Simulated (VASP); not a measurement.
Crystal: KI.

```
K I
1.0
     0.00000    3.54449    3.54449
     3.54449    0.00000    3.54449
     3.54449    3.54449    0.00000
K I
1 1
Direct
  0.00000 0.00000 0.00000
  0.50000 0.50000 0.50000
```

Base run:

- Program: VASP 6.6.1
- Functional: r2SCAN0
- Potentials or basis: VASP PAW PBE potentials, release 64 (K_sv, I)
- Cutoff: 440 eV
- k mesh: 4 × 4 × 4
- Occupations: gaussian, width 0.01 eV
- Spin: no spin polarisation

Its results: band gap on the k mesh 5.97 eV; pressure -0.1 GPa.

Task: The run is repeated on the same cell with these changes: functional from r2SCAN0 to PBE0; cutoff from 440 eV to 400 eV. What comes out?

Result: Band gap on the k mesh 5.64 eV; pressure 0.2 GPa.

Caveats: the PAW data sets were made with another functional, which shifts forces and pressure a little; spin-orbit coupling is left out, which moves the levels of the heavy elements.

